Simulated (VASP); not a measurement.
# Mg16HO15 (a cell with a defect) (H_O) in VASP: electric field gradients with HSE06

Aim: the electric field gradients of Mg16HO15 (a cell with a defect) (H_O) with HSE06.

Everything below comes from runs of VASP 6.6.1. Logs are shortened: lines on timing, memory, paths and dates and some standing lists are left out, and cuts for length are marked.

## Step 1: The cell of the first run

The cell holds a defect, 32 atoms: a = 7.369 Å, b = 7.369 Å, c = 7.369 Å, α = 109.47°, β = 109.47°, γ = 109.47°.

## Step 2: Electric field gradients, HSE06, collinear spin

POSCAR reads:

```
Mg16HO15
1.0
   -4.2543812303      4.2543812303      4.2543812303
    4.2543812303     -4.2543812303      4.2543812303
    4.2543812303      4.2543812303     -4.2543812303
Mg O H
16 15 1
Direct
   -0.0024800243      0.0008301317     -0.0002046475
   -0.0025496340      0.2496376690      0.7508331386
   -0.0020493252      0.5005422703      0.4994674572
   -0.0025739497      0.7519355920      0.2486872108
    0.2482686819      0.0027632959      0.7503228250
    0.2393653836      0.2500382174      0.4995286856
    0.2392680275      0.5005480312      0.2489299232
    0.2482360326      0.7513586818      0.0016905504
    0.4972627837      0.0002926356      0.4994928840
    0.5035045980      0.2459803966      0.2449536426
    0.4972185880      0.5005011938     -0.0008272870
    0.4897904213      0.7511719239      0.7501148495
    0.7461202450     -0.0017121008      0.2481940624
    0.7461458431      0.2492408106     -0.0027089122
    0.7579244810      0.5005700463      0.7539586740
    0.7577615551      0.7549080315      0.4994680157
   -0.0024164358      0.0015097339      0.4994809382
   -0.0156270327      0.2419276600      0.2408635871
   -0.0024006334      0.5005751859      0.0004835387
    0.0059259832      0.7568697943      0.7558149337
    0.2505580856      0.0056041274      0.2517030021
    0.2505533966      0.2527702259      0.0045184932
    0.2429354529      0.5006192138      0.7582584989
    0.2428836244      0.7592799907      0.4995543828
    0.4966177937     -0.0004208729     -0.0014459501
    0.4982872403      0.2533600472      0.7472192841
    0.4983459698      0.7483132578      0.2523861137
    0.7455416527     -0.0044619993      0.7467483876
    0.7497273033      0.2441118490      0.4994938695
    0.7497272402      0.5005051808      0.2430731742
    0.7455160779      0.7477631591     -0.0055126892
    0.5803705579      0.5001455747      0.4993141943
```

INCAR.step1 reads:

```
PREC     = Accurate       # precision mode
ENCUT    = 520            # plane-wave cutoff, eV
ISMEAR   = -1             # smearing method
SIGMA    = 0.01           # smearing width, eV
LREAL    = Auto         
LASPH    = True           # aspherical terms in the spheres
NELM     = 150            # most SCF steps
ALGO     = Normal         # electronic algorithm
ISIF     = 2              # what is computed and relaxed
LWAVE    = True           # write WAVECAR
LCHARG   = False          # write CHGCAR
ISPIN    = 2              # spin polarisation
MAGMOM   = 0 0 0 0 0 0.03 0.03 0 0 0 0 0.03 0 0 0 0 0 0.04 0 0.01 0 0 0.04 0.04 0 0 0 0 0.01 0.01 0 0.08 # initial moments
LORBIT   = 11             # projections on sites
NUPDOWN  = 1.0            # fixed moment
GGA      = PE             # functional
EDIFF    = 1E-5           # SCF threshold, eV
NBANDS   = 88             # bands
```

INCAR.step2 reads:

```
PREC     = Accurate       # precision mode
ENCUT    = 520            # plane-wave cutoff, eV
EDIFF    = 1E-8           # SCF threshold, eV
ISMEAR   = -1             # smearing method
SIGMA    = 0.01           # smearing width, eV
LREAL    = Auto         
LASPH    = True           # aspherical terms in the spheres
NELM     = 150            # most SCF steps
ALGO     = Normal         # electronic algorithm
ISIF     = 2              # what is computed and relaxed
LWAVE    = False          # write WAVECAR
LCHARG   = False          # write CHGCAR
ISPIN    = 2              # spin polarisation
MAGMOM   = 0 0 0 0 0 0.03 0.03 0 0 0 0 0.03 0 0 0 0 0 0.04 0 0.01 0 0 0.04 0.04 0 0 0 0 0.01 0.01 0 0.08 # initial moments
LORBIT   = 11             # projections on sites
NUPDOWN  = 1.0            # fixed moment
GGA      = PE             # functional
LHFCALC  = True           # exact exchange
HFSCREEN = 0.2079         # screening, 1/A
PRECFOCK = Fast         
LEFG     = True         
ISTART   = 1            
NBANDS   = 88             # bands
```

KPOINTS reads:

```
Automatic mesh
0
Gamma
  1 1 1
  0.25 0.25 0.25
```

Potentials or basis: VASP PAW PBE potentials, release 64 (Mg, O, H).

Command:

```console
$ cat potpaw_PBE.64/Mg/POTCAR potpaw_PBE.64/O/POTCAR potpaw_PBE.64/H/POTCAR > POTCAR
$ cp INCAR.step1 INCAR
$ mpirun -np 1 vasp_std > vasp.out
$ cp INCAR.step2 INCAR
$ mpirun -np 1 vasp_std > vasp.out
```

OUTCAR:

```text
PREC = Accurate
   ENCUT = 520
   EDIFF = 1E-8
   ISMEAR = -1
   LREAL = Auto
   LASPH = True
   NELM = 150
   ISIF = 2
   ISPIN = 2
   LORBIT = 11
   NUPDOWN = 1.0
   GGA = PE
   LHFCALC = True
   HFSCREEN = 0.2079
   PRECFOCK = Fast
   ISTART = 1

 ion  position               nearest neighbor table
   1  0.998  0.001  1.000-  18 2.11  20 2.11  28 2.13  31 2.13  21 2.13  22 2.13   2 2.99   4 2.99
                            14 3.01  13 3.01   7 3.01   6 3.01   8 3.01   5 3.01  15 3.01  16 3.01
   2  0.997  0.250  0.751-  23 2.08  29 2.10  17 2.13  19 2.13  28 2.14  22 2.14  15 2.95   6 2.97
                            16 2.98   5 2.99   1 2.99  14 2.99   7 3.00  11 3.01   9 3.01   8 3.02
   3  0.998  0.501  0.499-  24 2.14  18 2.14  23 2.14  30 2.15  29 2.15  20 2.15  12 2.96   7 2.96
                             6 2.96  10 2.98  15 2.98  16 2.98   4 3.02  14 3.02   5 3.02   8 3.02
   4  0.997  0.752  0.249-  24 2.08  30 2.10  19 2.13  17 2.13  31 2.14  21 2.14  16 2.95   7 2.97
                            15 2.98  13 2.99   1 2.99   8 3.00   6 3.00   9 3.01  11 3.01   5 3.02
   5  0.248  0.003  0.750-  24 2.08  20 2.10  25 2.13  17 2.13  22 2.14  26 2.14  16 2.95  12 2.97
                            10 2.98   2 2.99  11 2.99  14 3.00   6 3.00   9 3.01   1 3.01   4 3.02
   6  0.239  0.250  0.500-  17 2.09  26 2.14  21 2.14  18 2.15  23 2.15   3 2.96   2 2.97  13 2.97
                             5 3.00   4 3.00  11 3.01   1 3.01   7 3.01  12 3.02   9 3.05  15 3.12
   7  0.239  0.501  0.249-  19 2.09  27 2.14  22 2.14  18 2.15  24 2.15   3 2.96  14 2.97   4 2.97
                             8 3.00   2 3.00   1 3.01   9 3.01   6 3.01  12 3.02  11 3.05  16 3.12
   8  0.248  0.751  0.002-  23 2.08  20 2.10  25 2.13  19 2.13  21 2.14  27 2.14  15 2.95  12 2.97
                            10 2.98   9 3.00   4 3.00  13 3.00   7 3.00  11 3.01   1 3.01   2 3.02
   9  0.497  0.000  0.499-  24 2.11  29 2.11  26 2.13  21 2.13  27 2.13  28 2.13  14 3.00   8 3.00
[... 15 lines left out ...]
  17  0.998  0.002  0.499-  16 2.07   6 2.09  13 2.13   2 2.13   4 2.13   5 2.13
  18  0.984  0.242  0.241-  14 2.08  13 2.08   1 2.11   3 2.14   7 2.15   6 2.15
  19  0.998  0.501  0.000-  15 2.07   7 2.09  14 2.13   4 2.13   8 2.13   2 2.13
  20  0.006  0.757  0.756-   8 2.10   5 2.10   1 2.11  15 2.14  16 2.14   3 2.15
  21  0.251  0.006  0.252-   9 2.13   1 2.13  10 2.13   8 2.14   6 2.14   4 2.14
  22  0.251  0.253  0.005-  11 2.13   1 2.13  10 2.13   5 2.14   2 2.14   7 2.14
  23  0.243  0.501  0.758-   8 2.08   2 2.08  11 2.11   3 2.14  12 2.15   6 2.15
  24  0.243  0.759  0.500-   5 2.08   4 2.08   9 2.11   3 2.14  12 2.15   7 2.15
  25  0.497  1.000  0.999-  10 2.07  12 2.09   8 2.13   5 2.13  13 2.13  14 2.13
  26  0.498  0.253  0.747-   9 2.13  11 2.13  15 2.13  14 2.14   6 2.14   5 2.14
  27  0.498  0.748  0.252-  11 2.13   9 2.13  16 2.13  13 2.14   7 2.14   8 2.14
  28  0.746  0.996  0.747-   1 2.13   9 2.13  16 2.13   2 2.14  14 2.14  12 2.14
  29  0.750  0.244  0.499-  13 2.10   2 2.10   9 2.11  10 2.14  15 2.14   3 2.15
  30  0.750  0.501  0.243-  14 2.10   4 2.10  11 2.11  10 2.14  16 2.14   3 2.15
  31  0.746  0.748  0.994-   1 2.13  11 2.13  15 2.13   4 2.14  13 2.14  12 2.14
  32  0.580  0.500  0.499-  10 1.89  15 1.89  16 1.90

  LATTYP: Found a body centered cubic cell.
 ALAT       =     8.5087624606

  Lattice vectors:

 A1 = (  -4.2543812303,   4.2543812303,   4.2543812303)
 A2 = (   4.2543812303,  -4.2543812303,   4.2543812303)
 A3 = (   4.2543812303,   4.2543812303,  -4.2543812303)

Analysis of symmetry for initial positions (statically):
=====================================================================
 Subroutine PRICEL returns:
 Original cell was already a primitive cell.

 Routine SETGRP: Setting up the symmetry group for a
 body centered cubic supercell.

 Subroutine GETGRP returns: Found  1 space group operations
 (whereof  1 operations were pure point group operations)
 out of a pool of 48 trial point group operations.

The static configuration has the point symmetry C_1 .

Analysis of symmetry for dynamics (positions and initial velocities):
=====================================================================
 Subroutine PRICEL returns:
 Original cell was already a primitive cell.

 Routine SETGRP: Setting up the symmetry group for a
 body centered cubic supercell.
[... 300 lines left out ...]
  band No.  band energies     occupation
      1     -16.5201      1.00000
      2     -16.5198      1.00000
      3     -16.4841      1.00000
      4     -16.2372      1.00000
      5     -15.7836      1.00000
      6     -15.7831      1.00000
[... 65 lines left out ...]
     72      12.9237      0.00000
     73      12.9702      0.00000
 [bands above 73 left out]

------------------------ aborting loop because EDIFF is reached ----------------------------------------

  FORCE on cell =-STRESS in cart. coord.  units (eV):
  Direction    XX          YY          ZZ          XY          YZ          ZX
  --------------------------------------------------------------------------------------
  -------------------------------------------------------------------------------------
  Total       -6.1406659     -6.1701559     -6.2113475     -2.7702477      2.7074973     -2.7572235
  in kB      -31.9416131    -32.0950100    -32.3092746    -14.4098674     14.0834616    -14.3421198
  external PRESSURE =     -32.1152992 kB  Pullay stress =       0.0000000 kB

 VOLUME and BASIS-vectors are now :
 -----------------------------------------------------------------------------
  energy-cutoff  :      520.00
  volume of cell :      308.01
      direct lattice vectors                 reciprocal lattice vectors
    -4.254381230  4.254381230  4.254381230     0.000000000  0.117525904  0.117525904
     4.254381230 -4.254381230  4.254381230     0.117525904  0.000000000  0.117525904
     4.254381230  4.254381230 -4.254381230     0.117525904  0.117525904  0.000000000

 POSITION                                       TOTAL-FORCE (eV/Angst)
 -----------------------------------------------------------------------------------
      0.01321      8.49381     -0.00615         0.004724     -0.002120     -0.001209
      0.01285      6.37581      2.11126         0.004520     -0.015469      0.024254
      0.00876      4.24109      4.25024        -0.006038      0.008101      0.006019
      0.01360      2.10242      6.38444         0.000670      0.023522     -0.012893
      2.14769      4.23663     -2.12417        -0.023094     -0.002687     -0.016928
      2.17059      2.07978     -0.04308         0.018650     -0.020169     -0.113916
[... 24 lines left out ...]
      4.24049      4.22137      2.12205        -0.001578      0.004459     -0.001324
      1.78297      2.46558      2.47265        -0.056489      0.055039      0.059745
 -----------------------------------------------------------------------------------
    total drift:                               -0.006272      0.004751     -0.000576

  FREE ENERGIE OF THE ION-ELECTRON SYSTEM (eV)
  ---------------------------------------------------
  free  energy   TOTEN  =      -216.1694655790 eV

  energy  without entropy=     -216.1694655790  energy(sigma->0) =     -216.16946558

 Electric field gradients (V/A^2)
---------------------------------------------------------------------
 ion       V_xx      V_yy      V_zz      V_xy      V_xz      V_yz
---------------------------------------------------------------------
   1      -2.228     1.096     1.133     0.505     0.503    -0.468
   2       2.150     0.311    -2.461    -0.388    -0.538    -0.295
   3       0.014    -0.002    -0.012    -0.759    -0.757     0.761
   4       2.122    -2.479     0.357    -0.535    -0.390    -0.292
   5      -2.540     2.137     0.402    -0.536     0.294     0.385
   6       0.569     0.475    -1.044     0.783    -3.795     3.765
[... 24 lines left out ...]
  31       3.334     3.144    -6.479     6.056    -2.983     2.587
  32       0.008     0.005    -0.013     2.815     2.801    -2.787
---------------------------------------------------------------------

 Electric field gradients after diagonalization (V/A^2)
 (convention: |V_zz| > |V_xx| > |V_yy|)
----------------------------------------------------------------------
 ion       V_xx      V_yy      V_zz     asymmetry (V_yy - V_xx)/ V_zz
----------------------------------------------------------------------
   1       1.583     0.813    -2.395       0.321
   2       2.275     0.288    -2.563       0.776
   3      -0.768    -0.750     1.518       0.012
   4       2.250     0.329    -2.579       0.745
   5       2.265     0.373    -2.637       0.717
   6       4.708     1.304    -6.012       0.566
[... 24 lines left out ...]
  31      -8.993    -0.310     9.303       0.933
  32       2.824     2.778    -5.602       0.008
----------------------------------------------------------------------

           NMR quadrupolar parameters

 Cq : quadrupolar parameter    Cq=e*Q*V_zz/h
 eta: asymmetry parameters     (V_yy - V_xx)/ V_zz
 Q  : nuclear electric quadrupole moment in mb (millibarn)
----------------------------------------------------------------------
 ion       Cq(MHz)       eta       Q (mb)
----------------------------------------------------------------------
   1      -0.006       0.321       1.000
   2      -0.006       0.776       1.000
   3       0.004       0.012       1.000
   4      -0.006       0.745       1.000
   5      -0.006       0.717       1.000
   6      -0.015       0.566       1.000
[... 24 lines left out ...]
  31       0.022       0.933       1.000
  32      -0.014       0.008       1.000
----------------------------------------------------------------------

 total charge

# of ion       s       p       d       tot
------------------------------------------
    1        0.141   0.169   0.074   0.383
    2        0.142   0.172   0.075   0.389
    3        0.138   0.161   0.068   0.367
    4        0.142   0.172   0.075   0.389
    5        0.142   0.172   0.075   0.389
    6        0.155   0.163   0.064   0.382
[... 24 lines left out ...]
   31        1.546   3.560   0.000   5.106
   32        0.592   0.008   0.000   0.599
--------------------------------------------------
tot         26.120  56.218   1.147  83.484

 magnetization (x)

# of ion       s       p       d       tot
------------------------------------------
    1        0.000   0.000   0.000   0.000
    2        0.000   0.001   0.000   0.002
    3        0.001  -0.000  -0.000   0.001
    4        0.000   0.001   0.000   0.002
    5        0.000   0.001   0.000   0.002
    6        0.025   0.017   0.004   0.046
[... 24 lines left out ...]
   31        0.001   0.003   0.000   0.004
   32        0.033   0.005   0.000   0.038
--------------------------------------------------
tot          0.157   0.212   0.020   0.389
```

Run time: 10 min. Hardware: 1 thread of Intel Xeon Platinum 8559C (Emerald Rapids), shared host; peak memory 0.73 GiB.

What came out:

```yaml
Free_energy: -216.1695 eV
Pressure: -3.2 GPa
Largest_force: 0.117 eV/Å
Net_moment: 1.00 μB per cell
Site_moments: Mg +0.00, +0.05, +0.01; O +0.00, +0.04, +0.01; H +0.04 μB
Valence_electrons_inside_the_program's_atomic_spheres: Mg 0.38, 0.39, 0.37; O 5.13, 5.12, 5.11; H 0.60
```

Forces in eV/Å, atoms in the order of the input:
```
Mg   0.005 -0.002 -0.001
Mg   0.005 -0.015  0.024
Mg  -0.006  0.008  0.006
Mg   0.001  0.024 -0.013
Mg  -0.023 -0.003 -0.017
Mg   0.019 -0.020 -0.114
Mg   0.020 -0.112 -0.017
Mg  -0.022 -0.013 -0.002
Mg   0.002 -0.001 -0.008
Mg  -0.095  0.005  0.005
Mg   0.004 -0.005 -0.001
Mg   0.113 -0.017 -0.018
Mg   0.014 -0.005  0.027
Mg   0.013  0.024 -0.004
Mg  -0.008  0.098  0.005
Mg  -0.006  0.009  0.100
O    0.002 -0.001 -0.008
O   -0.012 -0.039 -0.042
O   -0.001 -0.006  0.000
O   -0.015  0.014  0.012
O   -0.004  0.000  0.000
O   -0.003  0.002 -0.002
O    0.034  0.012 -0.041
O    0.037 -0.040  0.017
O    0.004 -0.002  0.002
O    0.001  0.006  0.003
O   -0.001 -0.002  0.004
O    0.000 -0.004  0.003
O   -0.012  0.013  0.013
O   -0.006  0.014  0.007
O   -0.002  0.004 -0.001
H   -0.056  0.055  0.060
```

Electric field gradients, principal values (V/Å²):
```csv
atom,least,middle,greatest (by size)
1 Mg,0.813,1.583,-2.395
2 Mg,0.288,2.275,-2.563
3 Mg,-0.750,-0.768,1.518
4 Mg,0.329,2.250,-2.579
5 Mg,0.373,2.265,-2.637
6 Mg,1.304,4.708,-6.012
7 Mg,1.332,4.695,-6.027
8 Mg,0.398,2.232,-2.630
9 Mg,0.812,1.584,-2.397
10 Mg,1.942,3.433,-5.376
11 Mg,0.817,1.582,-2.399
12 Mg,1.378,4.683,-6.061
13 Mg,0.261,2.233,-2.494
14 Mg,0.250,2.254,-2.504
15 Mg,1.872,3.422,-5.294
16 Mg,1.812,3.406,-5.218
17 O,-0.636,-7.139,7.775
18 O,2.727,3.751,-6.478
19 O,-0.700,-7.091,7.791
20 O,1.659,6.004,-7.664
21 O,-0.298,-8.995,9.294
22 O,-0.296,-9.003,9.299
23 O,2.794,3.765,-6.559
24 O,2.825,3.781,-6.607
25 O,-0.831,-6.997,7.828
26 O,-0.289,-9.032,9.321
27 O,-0.297,-9.029,9.325
28 O,-0.304,-9.008,9.313
29 O,1.747,6.068,-7.816
30 O,1.715,6.031,-7.746
31 O,-0.310,-8.993,9.303
32 H,2.778,2.824,-5.602
```

Caveat: the k points lie up to 1.04 Å⁻¹ apart; without QUAD_EFG the Cq values of the log hold for a quadrupole moment of 1 mb, not for the nuclei; the PAW data sets were made with another functional, which shifts forces and pressure a little; the total moment is fixed, so each spin has its own Fermi level.
